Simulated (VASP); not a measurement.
# BaS (Fm-3m) in VASP: notebook

The runs below take BaS through single point, relaxation of cell and atoms, with LDA.

All numbers are computed with VASP 6.6.1; they aren't measurements. Logs are shortened: lines on timing, memory, paths and dates and some standing lists are left out, and cuts for length are marked.

## 1. The cell of the first run

Symmetry: Fm-3m, No. 225, cubic system. Conventional cell: a = 6.272 Å, b = 6.272 Å, c = 6.272 Å, α = 90.00°, β = 90.00°, γ = 90.00°. Ba (site symmetry m-3m) has 6 S at 3.14 Å within 4.1 Å. Within 4.1 Å of S (site symmetry m-3m) lie 6 Ba at 3.14 Å.

## 2. Single point, LDA

Contents of INCAR:

```
SYSTEM = BaS
ALGO = Normal
EDIFF = 1E-7
ENCUT = 520
GGA = CA
ISIF = 2
ISMEAR = 0
LASPH = .True.
LCHARG = .False.
LREAL = .False.
LWAVE = .False.
NBANDS = 15
NELM = 100
PREC = Accurate
SIGMA = 0.02
```

Contents of KPOINTS:

```
k-points
0
Gamma
  8 8 8
  0 0 0
```

Contents of POSCAR:

```
BaS
1.0
    0.0000000000      3.1358051745      3.1358051745
    3.1358051745      0.0000000000      3.1358051745
    3.1358051745      3.1358051745      0.0000000000
Ba S
1 1
Direct
    0.0000000000      0.0000000000      0.0000000000
    0.5000000000      0.5000000000      0.5000000000
```

Potentials or basis: VASP PAW LDA potentials, release 64 (Ba_sv, S).

Command:

```console
> cat potpaw_LDA.64/Ba_sv/POTCAR potpaw_LDA.64/S/POTCAR > POTCAR
> mpirun -np 1 vasp_std > vasp.out
```

OUTCAR:

```text
SYSTEM = BaS
   EDIFF = 1E-7
   ENCUT = 520
   GGA = CA
   ISIF = 2
   ISMEAR = 0
   LASPH = .True.
   LREAL = .False.
   NELM = 100
   PREC = Accurate

 ion  position               nearest neighbor table
   1  0.000  0.000  0.000-   2 3.14   2 3.14   2 3.14   2 3.14   2 3.14   2 3.14
   2  0.500  0.500  0.500-   1 3.14   1 3.14   1 3.14   1 3.14   1 3.14   1 3.14

  LATTYP: Found a face centered cubic cell.
 ALAT       =     6.2716103490

  Lattice vectors:

 A1 = (   0.0000000000,   3.1358051745,   3.1358051745)
 A2 = (   3.1358051745,   0.0000000000,   3.1358051745)
 A3 = (   3.1358051745,   3.1358051745,   0.0000000000)

Analysis of symmetry for initial positions (statically):
=====================================================================
 Subroutine PRICEL returns:
 Original cell was already a primitive cell.

 Routine SETGRP: Setting up the symmetry group for a
 face centered cubic supercell.

 Subroutine GETGRP returns: Found 48 space group operations
 (whereof 48 operations were pure point group operations)
 out of a pool of 48 trial point group operations.

The static configuration has the point symmetry O_h .

Analysis of symmetry for dynamics (positions and initial velocities):
=====================================================================
 Subroutine PRICEL returns:
 Original cell was already a primitive cell.

 Routine SETGRP: Setting up the symmetry group for a
 face centered cubic supercell.

 Subroutine GETGRP returns: Found 48 space group operations
 (whereof 48 operations were pure point group operations)
 out of a pool of 48 trial point group operations.

The dynamic configuration has the point symmetry O_h .

 Subroutine INISYM returns: Found 48 space group operations
 (whereof 48 operations are pure point group operations),
 and found     1 'primitive' translations

----------------------------------------------------------------------------------------

                                     Primitive cell

  volume of cell :      61.6705

  direct lattice vectors                    reciprocal lattice vectors
     0.000000000  3.135805175  3.135805175    -0.159448681  0.159448681  0.159448681
     3.135805175  0.000000000  3.135805175     0.159448681 -0.159448681  0.159448681
     3.135805175  3.135805175  0.000000000     0.159448681  0.159448681 -0.159448681

  length of vectors
     4.434698207  4.434698207  4.434698207     0.276173217  0.276173217  0.276173217

  position of ions in fractional coordinates (direct lattice)
     0.000000000  0.000000000  0.000000000
     0.500000000  0.500000000  0.500000000

  ion indices of the primitive-cell ions
   primitive index   ion index
                 1           1
                 2           2

----------------------------------------------------------------------------------------

 KPOINTS: k-points

Automatic generation of k-mesh.
 Grid dimensions read from file:
 generate k-points for:    8    8    8

 Generating k-lattice:

  Cartesian coordinates                     Fractional coordinates (reciprocal lattice)
    -0.019931085  0.019931085  0.019931085     0.125000000  0.000000000  0.000000000
     0.019931085 -0.019931085  0.019931085     0.000000000  0.125000000  0.000000000
     0.019931085  0.019931085 -0.019931085     0.000000000  0.000000000  0.125000000

  Length of vectors
     0.034521652  0.034521652  0.034521652

  Shift w.r.t. Gamma in fractional coordinates (k-lattice)
     0.000000000  0.000000000  0.000000000

 Subroutine IBZKPT returns following result:
 ===========================================

 Found     29 irreducible k-points:

 Following reciprocal coordinates:
            Coordinates               Weight
  0.000000  0.000000  0.000000      1.000000
  0.125000  0.000000  0.000000      8.000000
  0.250000  0.000000  0.000000      8.000000
  0.375000  0.000000  0.000000      8.000000
  0.500000  0.000000  0.000000      4.000000
  0.125000  0.125000  0.000000      6.000000
[... 16 lines left out ...]
  0.500000  0.250000  0.125000     48.000000
 -0.375000  0.250000  0.125000     24.000000
 [... further k-points ...]
   k-points           NKPTS =     29   k-points in BZ     NKDIM =     29   number of bands    NBANDS=     15
   number of dos      NEDOS =    301   number of ions     NIONS =      2
   total plane-waves  NPLWV =  46656
   dimension x,y,z NGX =    36 NGY =   36 NGZ =   36
   dimension x,y,z NGXF=    72 NGYF=   72 NGZF=   72
   ions per type =               1   1
   NGX,Y,Z   is equivalent  to a cutoff of  13.50, 13.50, 13.50 a.u.
   NGXF,Y,Z  is equivalent  to a cutoff of  26.99, 26.99, 26.99 a.u.
 SYSTEM =  BaS
   PREC   = accura    normal or accurate (medium, high low for compatibility)
   ISTART =      0    job   : 0-new  1-cont  2-samecut
   ICHARG =      2    charge: 1-file 2-atom 10-const
   ISPIN  =      1    spin polarized calculation?
   LNONCOLLINEAR =      F non collinear calculations
   LSORBIT =      F    spin-orbit coupling
   LASPH  =      T    aspherical Exc in radial PAW
   ENCUT  =  520.0 eV  38.22 Ry    6.18 a.u.   8.25  8.25  8.25*2*pi/ulx,y,z
   NELM   =    100;   NELMIN=  2; NELMDL= -5     # of ELM steps
   EDIFF  = 0.1E-06   stopping-criterion for ELM
   LREAL  =      F    real-space projection
   EDIFFG = 0.1E-05   stopping-criterion for IOM
   NSW    =      0    number of steps for IOM
   IBRION =     -1    ionic relax: 0-MD 1-quasi-New 2-CG
   NFREE  =      0    steps in history (QN), initial steepest desc. (CG)
   ISIF   =      2    stress and relaxation
   ISYM   =      2    0-nonsym 1-usesym 2-fastsym
   POTIM  = 0.5000    time-step for ionic-motion
   TEBEG  =    0.0;   TEEND  =   0.0 temperature during run
   PSTRESS=    0.0 pullay stress
   NELECT =      16.0000    total number of electrons
   NUPDOWN=      -1.0000    fix difference up-down
   EMIN   =  10.00;   EMAX   =-10.00  energy-range for DOS
   EFERMI =   0.00;   METHOD = LEGACY
   ISMEAR =     0;   SIGMA  =   0.02  broadening in eV -4-tet -1-fermi 0-gaus
   EFERMI_NEDOS =   21; number of points for ismear=-14 and -15
   IALGO  =     38    algorithm
   IMIX   =      4    mixing-type and parameters
     AMIX     =   0.40;   BMIX     =  1.00
     AMIX_MAG =   1.60;   BMIX_MAG =  1.00
  volume/ion in A,a.u.               =      30.84       208.09
  Fermi-wavevector in a.u.,A,eV,Ry     =   1.044133  1.973125 14.833254  1.090213
  Thomas-Fermi vector in A             =   2.178872
   LORBIT       =      0    0 simple, 1 ext, 2 COOP (PROOUT), +10 PAW based schemes
   GGA     = CA    functional components
   LHFCALC =     F    Hartree Fock is set to
   AEXX    =    0.0000 exact exchange contribution
   IVDW    =     0    specifies the selected vdW correction
   LEPSILON=     F    determine dielectric tensor
   LRPA    =     F    only Hartree local field effects (RPA)
 non-spin polarized calculation
 Gauss-broadening in eV      SIGMA  =   0.02
  energy-cutoff  :      520.00
  volume of cell :       61.67
 maximum number of plane-waves:      1678
 NGX is ok and might be reduce to    36
   NGX = 17   NGY = 17   NGZ = 17

 number of electron      15.9999998 magnetization

 Free energy of the ion-electron system (eV)
  ---------------------------------------------------
  ext. energy  EPLUGINS =         0.00000000
  ---------------------------------------------------
  free energy    TOTEN  =       -11.17258481 eV

  energy without entropy =      -11.17258481  energy(sigma->0) =      -11.17258481

 E-fermi :   1.7380     XC(G=0):  -9.2164

 val. band max:        1.5413322200   @ k =   0.0000   0.0000   0.0000
 cond. band min:       3.3389356722   @ k =   0.5000   0.5000   0.0000
 fundamental gap:      1.7976034523
 Fermi energy:         1.7379753957

 k-point     1 :       0.0000    0.0000    0.0000
  band No.  band energies     occupation
      1     -24.2982      2.00000
      2      -9.3629      2.00000
      3      -9.3629      2.00000
      4      -9.3629      2.00000
      5      -8.8610      2.00000
      6       1.5413      2.00000
      7       1.5413      2.00000
      8       1.5413      2.00000
      9       5.1266      0.00000
     10       5.2405      0.00000
     11       5.2405      0.00000
     12       5.2405      0.00000
     13       6.2862      0.00000
     14       6.2862      0.00000
     15      10.0685      0.00000

 k-point     2 :       0.1250    0.0000    0.0000
  band No.  band energies     occupation
      1     -24.2893      2.00000
      2      -9.8003      2.00000
      3      -9.3700      2.00000
      4      -9.3700      2.00000
      5      -8.4108      2.00000
      6       1.0812      2.00000
      7       1.2972      2.00000
      8       1.2972      2.00000
      9       5.2509      0.00000
     10       5.4927      0.00000
     11       5.4927      0.00000
     12       5.7671      0.00000
     13       6.7913      0.00000
     14       6.7913      0.00000
     15      10.7475      0.00000

 k-point     3 :       0.2500    0.0000    0.0000
  band No.  band energies     occupation
      1     -24.2677      2.00000
      2     -10.3170      2.00000
      3      -9.3868      2.00000
      4      -9.3868      2.00000
      5      -7.8603      2.00000
      6       0.2643      2.00000
      7       0.8251      2.00000
      8       0.8251      2.00000
      9       5.4974      0.00000
     10       6.1974      0.00000
     11       6.1974      0.00000
     12       7.0243      0.00000
     13       8.0403      0.00000
     14       8.0403      0.00000
     15      12.2113      0.00000
[... 343 lines left out ...]
 k-point    23 :       0.5000    0.2500    0.1250
  band No.  band energies     occupation
      1     -24.2348      2.00000
      2     -10.4898      2.00000
      3      -9.6002      2.00000
      4      -9.4663      2.00000
      5      -7.7383      2.00000
      6      -0.0558      2.00000
      7       0.5215      2.00000
      8       0.9648      2.00000
      9       5.2543      0.00000
     10       7.1803      0.00000
     11       7.7291      0.00000
     12       7.9480      0.00000
     13       9.1732      0.00000
     14      10.5130      0.00000
     15      11.2156      0.00000

 k-point    24 :      -0.3750    0.2500    0.1250
  band No.  band energies     occupation
      1     -24.2277      2.00000
      2     -10.5477      2.00000
      3      -9.6127      2.00000
      4      -9.4978      2.00000
      5      -7.6940      2.00000
      6      -0.0905      2.00000
      7       0.5914      2.00000
      8       0.6967      2.00000
      9       6.1316      0.00000
     10       6.3440      0.00000
     11       8.3009      0.00000
     12       8.6078      0.00000
     13       9.5887      0.00000
     14      10.5081      0.00000
     15      11.2678      0.00000

 [... further k-points ...]

------------------------ aborting loop because EDIFF is reached ----------------------------------------

  FORCE on cell =-STRESS in cart. coord.  units (eV):
  Direction    XX          YY          ZZ          XY          YZ          ZX
  --------------------------------------------------------------------------------------
  -------------------------------------------------------------------------------------
  Total        0.2990573      0.2990573      0.2990573      0.0000000      0.0000000      0.0000000
  in kB        7.7694065      7.7694065      7.7694065      0.0000000      0.0000000      0.0000000
  external PRESSURE =       7.7694065 kB  Pullay stress =       0.0000000 kB

 VOLUME and BASIS-vectors are now :
 -----------------------------------------------------------------------------
  energy-cutoff  :      520.00
  volume of cell :       61.67
      direct lattice vectors                 reciprocal lattice vectors
     0.000000000  3.135805175  3.135805175    -0.159448681  0.159448681  0.159448681
     3.135805175  0.000000000  3.135805175     0.159448681 -0.159448681  0.159448681
     3.135805175  3.135805175  0.000000000     0.159448681  0.159448681 -0.159448681

 POSITION                                       TOTAL-FORCE (eV/Angst)
 -----------------------------------------------------------------------------------
      0.00000      0.00000      0.00000         0.000000     -0.000000     -0.000000
      3.13581      3.13581      3.13581        -0.000000      0.000000      0.000000
 -----------------------------------------------------------------------------------
    total drift:                                0.000000      0.000000      0.000000

  FREE ENERGIE OF THE ION-ELECTRON SYSTEM (eV)
  ---------------------------------------------------
  free  energy   TOTEN  =       -11.1725848135 eV

  energy  without entropy=      -11.1725848135  energy(sigma->0) =      -11.17258481
```

Run time: 42 s. Hardware: 1 thread of AMD EPYC 7R43 (Zen 3), shared host; peak memory 0.14 GiB.

Results:

| Quantity | Value |
| --- | --- |
| Free energy | -11.1726 eV |
| Pressure | 0.8 GPa |
| Band gap on the k mesh | 1.80 eV, indirect (least direct gap 1.90 eV) |

Levels at points of the mesh, in eV from the valence-band top:
```
           k point  band 6  band 7  band 8  band 9  band 10  band 11
(0.00, 0.00, 0.00)    0.00    0.00    0.00    3.59     3.70     3.70
(0.50, 0.00, 0.00)   -2.14   -1.23   -1.23    5.58     5.64     6.38
(0.50, 0.50, 0.00)   -0.46   -0.10   -0.10    1.80     6.00     6.18
```

Caveat: spin-orbit coupling is left out, which moves the levels of the heavy elements.

[end of part 1 of 2]
